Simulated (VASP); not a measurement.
# LiF (Pm-3m) in VASP: settings compared, part 2 of 2

VASP 6.6.1. Earlier steps stand in the parts before.

## 3. Single point, PBE-based global hybrid with 40 % exact exchange

POSCAR reads:

```
LiF
1.0
    2.5162584444      0.0000000000      0.0000000000
    0.0000000000      2.5162584444      0.0000000000
    0.0000000000      0.0000000000      2.5162584444
Li F
1 1
Direct
    0.0000000000      0.0000000000      0.0000000000
    0.5000000000      0.5000000000      0.5000000000
```

INCAR.step1 reads:

```
SYSTEM = LiF
PREC     = Accurate       ! precision mode
ENCUT    = 520            ! plane-wave cutoff, eV
EDIFF    = 1E-5           ! SCF threshold, eV
ISMEAR   = 0              ! smearing method
SIGMA    = 0.01           ! smearing width, eV
LREAL    = .FALSE.        ! projectors in reciprocal space
LASPH    = .TRUE.         ! aspherical terms in the spheres
NELM     = 80             ! most SCF steps
ALGO     = Normal         ! electronic algorithm
ISIF     = 2              ! what is computed and relaxed
LWAVE    = .TRUE.         ! write WAVECAR
LCHARG   = .FALSE.        ! write CHGCAR
NBANDS   = 12             ! bands
GGA      = PE             ! functional
```

INCAR.step2 reads:

```
SYSTEM = LiF
PREC     = Accurate       ! precision mode
ENCUT    = 520            ! plane-wave cutoff, eV
EDIFF    = 1E-7           ! SCF threshold, eV
ISMEAR   = 0              ! smearing method
SIGMA    = 0.01           ! smearing width, eV
LREAL    = .FALSE.        ! projectors in reciprocal space
LASPH    = .TRUE.         ! aspherical terms in the spheres
NELM     = 80             ! most SCF steps
ALGO     = Normal         ! electronic algorithm
ISIF     = 2              ! what is computed and relaxed
LWAVE    = .FALSE.        ! write WAVECAR
LCHARG   = .FALSE.        ! write CHGCAR
GGA      = PE             ! functional
LHFCALC  = .TRUE.         ! exact exchange
AEXX     = 0.4            ! exact-exchange fraction
PRECFOCK = Normal       
NBANDS   = 12             ! bands
ISTART   = 1
```

KPOINTS reads:

```
Automatic mesh
0
G
  4 4 4
  0 0 0
```

Potentials or basis: VASP PAW PBE potentials, release 64 (Li_sv, F).

On the command line:

```sh
cat potpaw_PBE.64/Li_sv/POTCAR potpaw_PBE.64/F/POTCAR > POTCAR
cp INCAR.step1 INCAR
mpirun -np 1 vasp_std > vasp.out
cp INCAR.step2 INCAR
mpirun -np 1 vasp_std > vasp.out
```

OUTCAR:

```text
SYSTEM = LiF
   PREC = Accurate
   ENCUT = 520
   EDIFF = 1E-7
   ISMEAR = 0
   LREAL = .FALSE.
   LASPH = .TRUE.
   NELM = 80
   ISIF = 2
   GGA = PE
   LHFCALC = .TRUE.
   AEXX = 0.4
   PRECFOCK = Normal
   ISTART = 1

 ion  position               nearest neighbor table
   1  0.000  0.000  0.000-   2 2.18   2 2.18   2 2.18   2 2.18   2 2.18   2 2.18   2 2.18   2 2.18

   2  0.500  0.500  0.500-   1 2.18   1 2.18   1 2.18   1 2.18   1 2.18   1 2.18   1 2.18   1 2.18

  LATTYP: Found a simple cubic cell.
 ALAT       =     2.5162584444

  Lattice vectors:

 A1 = (   2.5162584444,   0.0000000000,   0.0000000000)
 A2 = (   0.0000000000,   2.5162584444,   0.0000000000)
 A3 = (   0.0000000000,   0.0000000000,   2.5162584444)

Analysis of symmetry for initial positions (statically):
=====================================================================
 Subroutine PRICEL returns:
 Original cell was already a primitive cell.

 Routine SETGRP: Setting up the symmetry group for a
 simple cubic supercell.

 Subroutine GETGRP returns: Found 48 space group operations
 (whereof 48 operations were pure point group operations)
 out of a pool of 48 trial point group operations.

The static configuration has the point symmetry O_h .

Analysis of symmetry for dynamics (positions and initial velocities):
=====================================================================
 Subroutine PRICEL returns:
 Original cell was already a primitive cell.

 Routine SETGRP: Setting up the symmetry group for a
 simple cubic supercell.

 Subroutine GETGRP returns: Found 48 space group operations
 (whereof 48 operations were pure point group operations)
 out of a pool of 48 trial point group operations.

The dynamic configuration has the point symmetry O_h .

 Subroutine INISYM returns: Found 48 space group operations
 (whereof 48 operations are pure point group operations),
 and found     1 'primitive' translations

[... 115 lines left out ...]
   IVDW    =     0    specifies the selected vdW correction
   LEPSILON=     F    determine dielectric tensor
   LRPA    =     F    only Hartree local field effects (RPA)
 non-spin polarized calculation
 Gauss-broadening in eV      SIGMA  =   0.01
  energy-cutoff  :      520.00
  volume of cell :       15.93
 maximum number of plane-waves:       442
 NGX is ok and might be reduce to    20
  NGX = 16; NGY = 16; NGZ = 16

 number of electron      10.0000023 magnetization

 Free energy of the ion-electron system (eV)
  ---------------------------------------------------
  ext. energy  EPLUGINS =         0.00000000
  ---------------------------------------------------
  free energy    TOTEN  =       -12.69554943 eV

  energy without entropy =      -12.69554943  energy(sigma->0) =      -12.69554943

 E-fermi :  -2.6799     XC(G=0):  -6.6190

 val. band max:       -2.8890656716   @ k =   0.5000   0.5000   0.0000
 cond. band min:       9.9105434737   @ k =   0.0000   0.0000   0.0000
 fundamental gap:     12.7996091453
 Fermi energy:        -2.6799182312

 k-point     1 :       0.0000    0.0000    0.0000
  band No.  band energies     occupation
      1     -49.1189      2.00000
      2     -26.5457      2.00000
      3      -3.6748      2.00000
      4      -3.6748      2.00000
      5      -3.6748      2.00000
      6       9.9105      0.00000
      7      21.2494      0.00000
      8      21.2494      0.00000
      9      24.1093      0.00000
     10      24.1093      0.00000
     11      24.1093      0.00000
     12      42.2515      0.00000
[... 121 lines left out ...]
 k-point    10 :       0.5000    0.5000    0.5000
  band No.  band energies     occupation
      1     -48.9758      2.00000
      2     -24.8665      2.00000
      3      -5.5491      2.00000
      4      -5.5491      2.00000
      5      -5.5491      2.00000
      6      13.2419      0.00000
      7      13.2419      0.00000
      8      13.2419      0.00000
      9      27.9508      0.00000
     10      27.9508      0.00000
     11      27.9508      0.00000
     12      29.2338      0.00000

------------------------ aborting loop because EDIFF is reached ----------------------------------------

  FORCE on cell =-STRESS in cart. coord.  units (eV):
  Direction    XX          YY          ZZ          XY          YZ          ZX
  --------------------------------------------------------------------------------------
  -------------------------------------------------------------------------------------
  Total       -0.1535068     -0.1535068     -0.1535068      0.0000000     -0.0000000      0.0000000
  in kB      -15.4373366    -15.4373366    -15.4373366      0.0000000     -0.0000000      0.0000000
  external PRESSURE =     -15.4373366 kB  Pullay stress =       0.0000000 kB

 VOLUME and BASIS-vectors are now :
 -----------------------------------------------------------------------------
  energy-cutoff  :      520.00
  volume of cell :       15.93
      direct lattice vectors                 reciprocal lattice vectors
     2.516258444  0.000000000  0.000000000     0.397415457  0.000000000  0.000000000
     0.000000000  2.516258444  0.000000000     0.000000000  0.397415457  0.000000000
     0.000000000  0.000000000  2.516258444     0.000000000  0.000000000  0.397415457

 POSITION                                       TOTAL-FORCE (eV/Angst)
 -----------------------------------------------------------------------------------
      0.00000      0.00000      0.00000         0.000000      0.000000      0.000000
      1.25813      1.25813      1.25813         0.000000      0.000000      0.000000
 -----------------------------------------------------------------------------------
    total drift:                               -0.000000     -0.000000     -0.000000

  FREE ENERGIE OF THE ION-ELECTRON SYSTEM (eV)
  ---------------------------------------------------
  free  energy   TOTEN  =       -12.6955494315 eV

  energy  without entropy=      -12.6955494315  energy(sigma->0) =      -12.69554943
```

Run time: 44 s. Hardware: 1 thread of AMD EPYC 9R45 (Zen 5), shared host; peak memory 0.09 GiB.

Results:

```yaml
Free_energy: -12.6955 eV
Band_gap_on_the_k_mesh: 12.80 eV (least direct gap 13.59 eV)
```

Caveat: the k points lie up to 0.62 Å⁻¹ apart; the cutoff is under 1.25 times the usual one of these potentials, so pressure, stress and relaxed cells hold a basis-set (Pulay) error; the PAW data sets were made with another functional, which shifts forces and pressure a little. A k mesh can miss the band edges.

## 4. Single point, HSE06

POSCAR is that of step 3.

INCAR.step1 reads:

```
PREC = Accurate
ENCUT = 520
EDIFF = 1E-5
ISMEAR = -1
SIGMA = 0.05
LREAL = F
LASPH = T
NELM = 100
ALGO = Normal
ISIF = 2
LWAVE = T
LCHARG = F
NBANDS = 12
GGA = PE
```

INCAR.step2 reads:

```
PREC = Accurate
ENCUT = 520
EDIFF = 1E-6
ISMEAR = -1
SIGMA = 0.05
LREAL = F
LASPH = T
NELM = 100
ALGO = Normal
ISIF = 2
LWAVE = F
LCHARG = F
GGA = PE
LHFCALC = T
HFSCREEN = 0.2079
PRECFOCK = Normal
NBANDS = 12
ISTART = 1
```

KPOINTS reads:

```
Automatic mesh
0
Gamma
  4 4 4
```

On the command line:

```sh
cat potpaw_PBE.64/Li_sv/POTCAR potpaw_PBE.64/F/POTCAR > POTCAR
cp INCAR.step1 INCAR
mpirun -np 1 vasp_std > vasp.out
cp INCAR.step2 INCAR
mpirun -np 1 vasp_std > vasp.out
```

Run time: 39 s. Hardware: 1 thread of AMD EPYC 9R45 (Zen 5), shared host; peak memory 0.19 GiB.

It converged, with:

```
Free energy            : -10.7589 eV
Band gap on the k mesh : 10.18 eV (least direct gap 10.94 eV)
```

Levels at points of the mesh, in eV from the valence-band top:
```
           k point  band 2  band 3  band 4  band 5  band 6  band 7  band 8  band 9
(0.00, 0.00, 0.00)  -22.67   -0.76   -0.76   -0.76   10.18   21.47   21.47   24.11
(0.50, 0.00, 0.00)  -22.14   -4.12   -0.32   -0.32   11.67   17.15   23.23   23.23
(0.50, 0.50, 0.00)  -21.54   -3.65   -3.65    0.00   15.97   16.55   16.55   22.47
(0.50, 0.50, 0.50)  -21.03   -2.57   -2.57   -2.57   13.49   13.49   13.49   27.81
```

Caveat: the k points lie up to 0.62 Å⁻¹ apart; the cutoff is under 1.25 times the usual one of these potentials, so pressure, stress and relaxed cells hold a basis-set (Pulay) error; the PAW data sets were made with another functional, which shifts forces and pressure a little. A k mesh can miss the band edges.

## 5. Single point, HSE06

POSCAR is that of step 4.

INCAR.step1 reads:

```
PREC = Accurate
ENCUT = 520
EDIFF = 1E-5
ISMEAR = 0
SIGMA = 0.01
LREAL = False
LASPH = True
NELM = 60
ALGO = Normal
ISIF = 2
LWAVE = True
LCHARG = False
GGA = PE
ISYM = 0
NBANDS = 12
```

INCAR.step2 reads:

```
PREC = Accurate
ENCUT = 520
EDIFF = 1E-7
ISMEAR = 0
SIGMA = 0.01
LREAL = False
LASPH = True
NELM = 60
ALGO = Normal
ISIF = 2
LWAVE = False
LCHARG = False
GGA = PE
LHFCALC = True
HFSCREEN = 0.2079
PRECFOCK = Normal
ISTART = 1
ISYM = 0
NBANDS = 12
```

KPOINTS is that of step 4.

On the command line:

```sh
cat potpaw_PBE.64/Li_sv/POTCAR potpaw_PBE.64/F/POTCAR > POTCAR
cp INCAR.step1 INCAR
mpirun -np 1 vasp_std > vasp.out
cp INCAR.step2 INCAR
mpirun -np 1 vasp_std > vasp.out
```

It took 2.5 min on 1 thread of AMD EPYC 9R45 (Zen 5), shared host; peak memory 0.19 GiB.

Results (log left out):

| Item | Value |
| --- | --- |
| Free energy | -10.7589 eV |
| Band gap on the k mesh | 10.18 eV (least direct gap 10.94 eV) |

Levels at points of the mesh, in eV from the valence-band top:
| k point | band 2 | band 3 | band 4 | band 5 | band 6 | band 7 | band 8 | band 9 |
| --- | --- | --- | --- | --- | --- | --- | --- | --- |
| (0.00, 0.00, 0.00) | -22.67 | -0.76 | -0.76 | -0.76 | 10.18 | 21.47 | 21.47 | 24.11 |
| (0.50, 0.00, 0.00) | -22.14 | -4.12 | -0.32 | -0.32 | 11.67 | 17.15 | 23.23 | 23.23 |
| (0.00, 0.50, 0.00) | -22.14 | -4.12 | -0.32 | -0.32 | 11.67 | 17.15 | 23.23 | 23.23 |
| (0.00, 0.00, 0.50) | -22.14 | -4.12 | -0.32 | -0.32 | 11.67 | 17.15 | 23.23 | 23.23 |
| (0.50, 0.50, 0.00) | -21.54 | -3.65 | -3.65 | 0.00 | 15.97 | 16.55 | 16.55 | 22.47 |
| (0.00, 0.50, 0.50) | -21.54 | -3.65 | -3.65 | 0.00 | 15.97 | 16.55 | 16.55 | 22.47 |
| (0.50, 0.00, 0.50) | -21.54 | -3.65 | -3.65 | 0.00 | 15.97 | 16.55 | 16.55 | 22.47 |
| (0.50, 0.50, 0.50) | -21.03 | -2.57 | -2.57 | -2.57 | 13.49 | 13.49 | 13.49 | 27.81 |

Caveat: the k points lie up to 0.62 Å⁻¹ apart; the cutoff is under 1.25 times the usual one of these potentials, so pressure, stress and relaxed cells hold a basis-set (Pulay) error; the PAW data sets were made with another functional, which shifts forces and pressure a little.

## 6. Summary

```tsv
level	smearing	share of exact exchange	screening parameter	gap on the mesh (eV)
PBE-based screened hybrid with 100 % exact exchange	gaussian 0.01 eV	1	0.3 1/Å	15.97
PBE-based global hybrid with 40 % exact exchange	gaussian 0.01 eV	0.4	-	12.80
HSE06	fermi-dirac 0.05 eV	0.25	0.2079 1/Å	10.18
HSE06	gaussian 0.01 eV	0.25	0.2079 1/Å	10.18
```

Alike in all rows: task single point; potentials or basis VASP PAW PBE potentials, release 64 (Li_sv, F); no spin polarisation; cell as given; k mesh 4 × 4 × 4; cutoff (eV) 520.

Caveats: all runs use coarse meshes; the cutoff is under 1.25 times the usual one of these potentials, so pressure, stress and relaxed cells hold a basis-set (Pulay) error; the PAW data sets were made with another functional, which shifts forces and pressure a little.

Absolute energies hang on the potentials; compare differences alone.
